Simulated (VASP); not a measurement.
# Cu (P6_3/mmc) in VASP: notebook, part 2 of 2

VASP 6.6.1. Earlier steps stand in the parts before.

## 3. Single point, PBE (10.53 Å³/atom)

This run uses another cell than the first one, of 10.53 Å³/atom.

Input file INCAR:

```
PREC = Accurate
ENCUT = 520
EDIFF = 1E-6
ISMEAR = -1
SIGMA = 0.1
LREAL = False
LASPH = True
NELM = 100
ALGO = Normal
ISIF = 2
LWAVE = False
LCHARG = False
GGA = PE
NBANDS = 30
```

Input file KPOINTS:

```
Automatic mesh
0
Gamma
  16 16 5
```

Input file POSCAR:

```
Cu
1.0
    2.4603673235      0.0000000000      0.0000000000
   -1.2301836618      2.1307406048      0.0000000000
    0.0000000000      0.0000000000      8.0352221399
Cu
4
Direct
    1.0000000000      0.0000000000      0.0000000000
    1.0000000000      1.0000000000      0.5000000000
    0.3333333333      0.6666666667      0.2500000000
    0.6666666667      0.3333333333      0.7500000000
```

Potentials or basis: VASP PAW PBE potentials, release 64 (Cu).

On the command line:

```sh
$ cat potpaw_PBE.64/Cu/POTCAR > POTCAR
$ mpirun -np 1 vasp_std > vasp.out
```

OUTCAR:

```text
PREC = Accurate
   ENCUT = 520
   EDIFF = 1E-6
   ISMEAR = -1
   LREAL = False
   LASPH = True
   NELM = 100
   ISIF = 2
   GGA = PE

 ion  position               nearest neighbor table
   1  0.000  0.000  0.000-   3 2.46   4 2.46   4 2.46   3 2.46   4 2.46   3 2.46
   2  0.000  0.000  0.500-   3 2.46   4 2.46   4 2.46   3 2.46   4 2.46   3 2.46
   3  0.333  0.667  0.250-   1 2.46   2 2.46   1 2.46   2 2.46   1 2.46   2 2.46
   4  0.667  0.333  0.750-   1 2.46   2 2.46   1 2.46   2 2.46   1 2.46   2 2.46

  LATTYP: Found a hexagonal cell.
 ALAT       =     2.4603673235
 C/A-ratio  =     3.2658628097

  Lattice vectors:

 A1 = (   2.4603673235,   0.0000000000,   0.0000000000)
 A2 = (  -1.2301836618,   2.1307406048,   0.0000000000)
 A3 = (   0.0000000000,   0.0000000000,   8.0352221399)

Analysis of symmetry for initial positions (statically):
=====================================================================
 Subroutine PRICEL returns:
 Original cell was already a primitive cell.

 Routine SETGRP: Setting up the symmetry group for a
 hexagonal supercell.

 Subroutine GETGRP returns: Found 24 space group operations
 (whereof 12 operations were pure point group operations)
 out of a pool of 24 trial point group operations.

The static configuration has the point symmetry D_3d.
 The point group associated with its full space group is D_6h.

Analysis of symmetry for dynamics (positions and initial velocities):
=====================================================================
 Subroutine PRICEL returns:
 Original cell was already a primitive cell.

 Routine SETGRP: Setting up the symmetry group for a
 hexagonal supercell.

 Subroutine GETGRP returns: Found 24 space group operations
 (whereof 12 operations were pure point group operations)
 out of a pool of 24 trial point group operations.

The dynamic configuration has the point symmetry D_3d.
 The point group associated with its full space group is D_6h.

[... 114 lines left out ...]
   NUPDOWN=      -1.0000    fix difference up-down
   EMIN   =  10.00;   EMAX   =-10.00  energy-range for DOS
   EFERMI =   0.00;   METHOD = LEGACY
   ISMEAR =    -1;   SIGMA  =   0.10  broadening in eV -4-tet -1-fermi 0-gaus
   EFERMI_NEDOS =   21; number of points for ismear=-14 and -15
   IALGO  =     38    algorithm
   IMIX   =      4    mixing-type and parameters
     AMIX     =   0.40;   BMIX     =  1.00
     AMIX_MAG =   1.60;   BMIX_MAG =  1.00
  volume/ion in A,a.u.               =      10.53        71.07
  Fermi-wavevector in a.u.,A,eV,Ry     =   1.661051  3.138931 37.539695  2.759090
  Thomas-Fermi vector in A             =   2.748181
   LORBIT       =      0    0 simple, 1 ext, 2 COOP (PROOUT), +10 PAW based schemes
   GGA     = PE    functional components
   LHFCALC =     F    Hartree Fock is set to
   AEXX    =    0.0000 exact exchange contribution
   IVDW    =     0    specifies the selected vdW correction
   LEPSILON=     F    determine dielectric tensor
   LRPA    =     F    only Hartree local field effects (RPA)
 non-spin polarized calculation
  energy-cutoff  :      520.00
  volume of cell :       42.12
 maximum number of plane-waves:      1156
   NGX =  9   NGY =  9   NGZ = 29

 number of electron      44.0000024 magnetization

 Free energy of the ion-electron system (eV)
  ---------------------------------------------------
  ext. energy  EPLUGINS =         0.00000000
  ---------------------------------------------------
  free energy    TOTEN  =       -14.50057525 eV

  energy without entropy =      -14.45790467  energy(sigma->0) =      -14.47923996

 E-fermi :   9.0770     XC(G=0): -13.4060

 val. band max:        9.0665492398   @ k =   0.3750   0.1250   0.4000
 cond. band min:       9.0781126916   @ k =   0.1250  -0.0000   0.2000
 fundamental gap:      0.0115634518
 Fermi energy:         9.0769913724

 k-point     1 :       0.0000    0.0000    0.0000
  band No.  band energies     occupation
      1      -1.1645      2.00000
      2       1.1177      2.00000
      3       1.1251      2.00000
      4       3.3266      2.00000
      5       5.3808      2.00000
      6       5.3868      2.00000
[... 781 lines left out ...]
     29      19.4639      0.00000
     30      21.1591      0.00000

 [... further k-points ...]
[... 5 lines left out ...]
  --------------------------------------------------------------------------------------
  -------------------------------------------------------------------------------------
  Total        6.6283834      6.6283834      6.6670903     -0.0000000     -0.0000000     -0.0000000
  in kB      252.1098328    252.1098328    253.5820441     -0.0000000     -0.0000000     -0.0000000
  external PRESSURE =     252.6005699 kB  Pullay stress =       0.0000000 kB

 VOLUME and BASIS-vectors are now :
 -----------------------------------------------------------------------------
  energy-cutoff  :      520.00
  volume of cell :       42.12
      direct lattice vectors                 reciprocal lattice vectors
     2.460367323  0.000000000  0.000000000     0.406443376  0.234660192  0.000000000
    -1.230183662  2.130740605  0.000000000     0.000000000  0.469320385  0.000000000
     0.000000000  0.000000000  8.035222140     0.000000000  0.000000000  0.124452066

 POSITION                                       TOTAL-FORCE (eV/Angst)
 -----------------------------------------------------------------------------------
      0.00000      0.00000      0.00000         0.000000      0.000000     -0.000000
      0.00000      0.00000      4.01761         0.000000      0.000000     -0.000000
     -0.00000      1.42049      2.00881         0.000000     -0.000000      0.000000
      1.23018      0.71025      6.02642        -0.000000      0.000000     -0.000000
 -----------------------------------------------------------------------------------
    total drift:                                0.000000     -0.000000      0.000000

  FREE ENERGIE OF THE ION-ELECTRON SYSTEM (eV)
  ---------------------------------------------------
  free  energy   TOTEN  =       -14.5005752474 eV

  energy  without entropy=      -14.4579046725  energy(sigma->0) =      -14.47923996
```

Run time: 41 s. Hardware: 1 thread of Intel Xeon 6975P-C (Granite Rapids), shared host; peak memory 0.19 GiB.

Results:

```
Free energy            : -14.5006 eV
Pressure               : 25.3 GPa
Band gap on the k mesh : zero (bands 22 and 23 overlap by 5.60 eV)
```

Levels at points of the mesh, in eV from the Fermi level:
```csv
k point,band 20,band 21,band 22,band 23,band 24,band 25
"(0.00, 0.00, 0.00)",-2.11,-2.11,-1.78,-1.78,-1.33,4.39
"(0.50, 0.00, 0.00)",-1.60,-0.84,0.27,1.09,1.70,5.23
```

Caveat: the cell stands under pressure.

## 4. Single point, PBE (11.01 Å³/atom)

This run uses another cell than the first one, of 11.01 Å³/atom.

Input file INCAR:

```
PREC     = Accurate       # precision mode
ENCUT    = 520            # plane-wave cutoff, eV
EDIFF    = 1E-6           # SCF threshold, eV
ISMEAR   = -1             # smearing method
SIGMA    = 0.1            # smearing width, eV
LREAL    = F              # projectors in reciprocal space
LASPH    = T              # aspherical terms in the spheres
NELM     = 100            # most SCF steps
ALGO     = Normal         # electronic algorithm
ISIF     = 2              # what is computed and relaxed
LWAVE    = F              # write WAVECAR
LCHARG   = F              # write CHGCAR
GGA      = PE             # functional
NBANDS   = 30             # bands
```

Input file KPOINTS:

```
regular mesh
0
Gamma
  16 16 5
```

Input file POSCAR:

```
Cu
1.0
    2.4970946386      0.0000000000      0.0000000000
   -1.2485473193      2.1625473927      0.0000000000
    0.0000000000      0.0000000000      8.1551685122
Cu
4
Direct
    1.0000000000      0.0000000000      0.0000000000
    1.0000000000      1.0000000000      0.5000000000
    0.3333333333      0.6666666667      0.2500000000
    0.6666666667      0.3333333333      0.7500000000
```

Potentials or basis: VASP PAW PBE potentials, release 64 (Cu).

On the command line:

```sh
$ cat potpaw_PBE.64/Cu/POTCAR > POTCAR
$ mpirun -np 1 vasp_std > vasp.out
```

OUTCAR:

```text
PREC = Accurate
   ENCUT = 520
   EDIFF = 1E-6
   ISMEAR = -1
   LREAL = F
   LASPH = T
   NELM = 100
   ISIF = 2
   GGA = PE

 ion  position               nearest neighbor table
   1  0.000  0.000  0.000-   3 2.50   4 2.50   4 2.50   3 2.50   4 2.50   3 2.50
   2  0.000  0.000  0.500-   3 2.50   4 2.50   4 2.50   3 2.50   4 2.50   3 2.50
   3  0.333  0.667  0.250-   1 2.50   2 2.50   1 2.50   2 2.50   1 2.50   2 2.50
   4  0.667  0.333  0.750-   1 2.50   2 2.50   1 2.50   2 2.50   1 2.50   2 2.50

  LATTYP: Found a hexagonal cell.
 ALAT       =     2.4970946386
 C/A-ratio  =     3.2658628096

  Lattice vectors:

 A1 = (   2.4970946386,   0.0000000000,   0.0000000000)
 A2 = (  -1.2485473193,   2.1625473927,   0.0000000000)
 A3 = (   0.0000000000,   0.0000000000,   8.1551685122)

Analysis of symmetry for initial positions (statically):
=====================================================================
 Subroutine PRICEL returns:
 Original cell was already a primitive cell.

 Routine SETGRP: Setting up the symmetry group for a
 hexagonal supercell.

 Subroutine GETGRP returns: Found 24 space group operations
[... 166 lines left out ...]
  ---------------------------------------------------
  free energy    TOTEN  =       -14.73972337 eV

  energy without entropy =      -14.69648429  energy(sigma->0) =      -14.71810383

 E-fermi :   8.4612     XC(G=0): -13.1388

 val. band max:        8.4583817833   @ k =   0.1875  -0.0000   0.4000
 cond. band min:       8.4825343959   @ k =   0.1250  -0.0000   0.2000
 fundamental gap:      0.0241526126
 Fermi energy:         8.4612010140

 k-point     1 :       0.0000    0.0000    0.0000
  band No.  band energies     occupation
      1      -1.4108      2.00000
      2       0.8066      2.00000
      3       0.8141      2.00000
      4       2.9981      2.00000
      5       4.9513      2.00000
      6       4.9564      2.00000
[... 781 lines left out ...]
     29      18.4926      0.00000
     30      20.1738      0.00000

 [... further k-points ...]
[... 5 lines left out ...]
  --------------------------------------------------------------------------------------
  -------------------------------------------------------------------------------------
  Total        4.1107315      4.1107315      4.1356434      0.0000000      0.0000000      0.0000000
  in kB      149.5533389    149.5533389    150.4596652      0.0000000      0.0000000      0.0000000
  external PRESSURE =     149.8554477 kB  Pullay stress =       0.0000000 kB

 VOLUME and BASIS-vectors are now :
 -----------------------------------------------------------------------------
  energy-cutoff  :      520.00
  volume of cell :       44.04
      direct lattice vectors                 reciprocal lattice vectors
     2.497094639  0.000000000  0.000000000     0.400465399  0.231208806  0.000000000
    -1.248547319  2.162547393  0.000000000     0.000000000  0.462417611  0.000000000
     0.000000000  0.000000000  8.155168512     0.000000000  0.000000000  0.122621623

 POSITION                                       TOTAL-FORCE (eV/Angst)
 -----------------------------------------------------------------------------------
      0.00000      0.00000      0.00000         0.000000      0.000000     -0.000000
      0.00000      0.00000      4.07758         0.000000      0.000000     -0.000000
     -0.00000      1.44170      2.03879         0.000000      0.000000     -0.000000
      1.24855      0.72085      6.11638        -0.000000     -0.000000      0.000000
 -----------------------------------------------------------------------------------
    total drift:                                0.000000     -0.000000      0.000000

  FREE ENERGIE OF THE ION-ELECTRON SYSTEM (eV)
  ---------------------------------------------------
  free  energy   TOTEN  =       -14.7397233740 eV

  energy  without entropy=      -14.6964842900  energy(sigma->0) =      -14.71810383
```

OSZICAR:

```text
N       E                     dE             d eps       ncg     rms          rms(c)
DAV:   1     0.334371406191E+03    0.33437E+03   -0.19893E+04  5774   0.269E+03
DAV:   2     0.123751689577E+02   -0.32200E+03   -0.30984E+03  5400   0.394E+02
DAV:   3    -0.176958899605E+02   -0.30071E+02   -0.28427E+02  5944   0.166E+02
DAV:   4    -0.184665241560E+02   -0.77063E+00   -0.76923E+00  6230   0.360E+01
DAV:   5    -0.184773481400E+02   -0.10824E-01   -0.10823E-01  6900   0.419E+00    0.156E+01
DAV:   6    -0.159442945532E+02    0.25331E+01   -0.27677E+01  6066   0.114E+02    0.692E+00
DAV:   7    -0.147889212001E+02    0.11554E+01   -0.49632E+00  6210   0.468E+01    0.106E+00
DAV:   8    -0.147494248963E+02    0.39496E-01   -0.90337E-02  6992   0.363E+00    0.736E-01
DAV:   9    -0.147396476097E+02    0.97773E-02   -0.15938E-02  6354   0.275E+00    0.481E-02
DAV:  10    -0.147397281503E+02   -0.80541E-04   -0.10770E-03  7984   0.474E-01    0.289E-02
DAV:  11    -0.147397227559E+02    0.53945E-05   -0.63483E-05  6830   0.308E-01    0.121E-02
DAV:  12    -0.147397220976E+02    0.65827E-06   -0.13984E-05  6988   0.581E-02    0.259E-03
DAV:  13    -0.147397238329E+02   -0.17353E-05   -0.11409E-06  4506   0.156E-02    0.196E-03
DAV:  14    -0.147397233740E+02    0.45893E-06   -0.11116E-07  3642   0.588E-03
   1 F= -.14739723E+02 E0= -.14718104E+02  d E =-.432391E-01
```

stdout:

```text
POSCAR found type information on POSCAR Cu
 POSCAR found :  1 types and       4 ions
 scaLAPACK will be used
 LDA part: xc-table for (Slater+PW92), standard interpolation
 POSCAR, INCAR and KPOINTS ok, starting setup
 FFT: planning ... GRIDC
 FFT: planning ... GRID_SOFT
 FFT: planning ... GRID
 WAVECAR not read
 entering main loop
```

Run time: 48 s. Hardware: 1 thread of Intel Xeon 6975P-C (Granite Rapids), shared host; peak memory 0.21 GiB.

Results:

```yaml
Free_energy: -14.7397 eV
Pressure: 15.0 GPa
Band_gap_on_the_k_mesh: zero (bands 22 and 23 overlap by 5.45 eV)
```

Caveat: the cell stands under pressure.

## 5. Overview

| cell | k mesh | gap on the mesh (eV) | pressure (GPa) |
| --- | --- | --- | --- |
| a = 2.567, b = 2.567, c = 8.385 Å, angles 90.0, 90.0, 120.0°, 4 atoms | 14 × 14 × 4 | none | 0.8 |
| a = 2.460, b = 2.460, c = 8.035 Å, angles 90.0, 90.0, 120.0°, 4 atoms | 16 × 16 × 5 | none | 25.3 |
| a = 2.497, b = 2.497, c = 8.155 Å, angles 90.0, 90.0, 120.0°, 4 atoms | 16 × 16 × 5 | none | 15.0 |

Alike in all rows: task single point; level PBE; potentials or basis VASP PAW PBE potentials, release 64 (Cu); no spin polarisation; cutoff (eV) 520; smearing fermi-dirac 0.1 eV.

Caveats: the cell stands under pressure (at least some runs).

Total energies depend on the potentials used, so only differences within one code and one set of settings carry meaning.
